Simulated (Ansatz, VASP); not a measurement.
Given: the input of a run of VASP 6.6.1 on Ni.

The input POSCAR:

```
Ni
1.0
   -1.3650143198      1.3650143198      1.3650143198
    1.3650143198     -1.3650143198      1.3650143198
    1.3650143198      1.3650143198     -1.3650143198
Ni
1
Direct
    0.0000000000      0.0000000000      0.0000000000
```

File INCAR.step1:

```
PREC     = Accurate       # precision mode
ENCUT    = 520            # plane-wave cutoff, eV
ISMEAR   = -1             # smearing method
SIGMA    = 0.05           # smearing width, eV
LREAL    = F              # projectors in reciprocal space
LASPH    = T              # aspherical terms in the spheres
NELM     = 150            # most SCF steps
ISPIN    = 2              # spin polarisation
MAGMOM   = 1              # initial moments
LMAXMIX  = 4              # l up to which the mixer works
NBANDS   = 15             # bands
GGA      = PE             # functional
ALGO     = Normal         # electronic algorithm
EDIFF    = 1E-4           # SCF threshold, eV
LWAVE    = T              # write WAVECAR
LCHARG   = F              # write CHGCAR
```

INCAR.step2

```
PREC     = Accurate       # precision mode
ENCUT    = 520            # plane-wave cutoff, eV
EDIFF    = 1E-6           # SCF threshold, eV
ISMEAR   = -1             # smearing method
SIGMA    = 0.05           # smearing width, eV
LREAL    = F              # projectors in reciprocal space
LASPH    = T              # aspherical terms in the spheres
NELM     = 150            # most SCF steps
ALGO     = Normal         # electronic algorithm
ISIF     = 2              # what is computed and relaxed
LWAVE    = F              # write WAVECAR
LCHARG   = F              # write CHGCAR
ISPIN    = 2              # spin polarisation
MAGMOM   = 1              # initial moments
LORBIT   = 11             # projections on sites
LMAXMIX  = 4              # l up to which the mixer works
METAGGA  = R2SCAN         # meta-GGA
LMIXTAU  = T            
NBANDS   = 15             # bands
ISTART   = 1
```

Contents of KPOINTS:

```
Automatic mesh
0
Gamma
  13 13 13
```

Potentials or basis: VASP PAW PBE potentials, release 64 (Ni).

The run is started by

```console
$ cat potpaw_PBE.64/Ni/POTCAR > POTCAR
$ cp INCAR.step1 INCAR
$ mpirun -np 1 vasp_std > vasp.out
$ cp INCAR.step2 INCAR
$ mpirun -np 1 vasp_std > vasp.out
```

**Question.** Set up the same calculation for Ansatz 0.2.0. Potentials there: Ansatz PAW.

**Answer.** As run (the cutoff follows the program's own potentials):

Contents of input.yaml:

```yaml
crystal:
  lattice:
    - [-1.3650143198, 1.3650143198, 1.3650143198]
    - [1.3650143198, -1.3650143198, 1.3650143198]
    - [1.3650143198, 1.3650143198, -1.3650143198]
  atoms:
    - { symbol: Ni, position: [0.0, 0.0, 0.0], spin: 1.0 }
hamiltonian:
  xc: r2scan
  pseudopotentials: { kind: paw }
magnetization:
  spin_polarized: true
kpoints:
  mp_grid: { grid: [13, 13, 13] }
scf:
  occupations: { method: fermi_dirac, width: 0.05 }
output:
  forces: true
  stress: true
  eigenvalues: true
```

Potentials or basis: Ansatz PAW.

Launch:

```bash
$ ansatz run input.yaml --threads 2 --pin off --max-ram 5632MiB --backend cpu --events-out ev --progress --plain --runs-dir out
```

Both were run:

|  | VASP | Ansatz | Ansatz less VASP |
| --- | --- | --- | --- |
| gap on the k mesh at the Fermi level (eV) | none | none | - |
| pressure (GPa) | 10.1 | 9.4 | -0.67 |
| net moment per atom (μB) | 0.64 | 0.65 | +0.008 |
| size of the moment on the site where the two differ most (μB) | 0.65 | 0.70 | +0.050 |

VASP's potentials were made for PBE, not for r2SCAN. Site moments also hang on the region over which each program counts them. A gap of «none» marks a metal or a gap that the smearing closes. VASP's potentials hold 10 valence electrons a cell and Ansatz's 18, so a difference there can come from the potentials and not from the codes.

Noted on Ansatz's run: the magnetic or orbital state may not be the lowest.
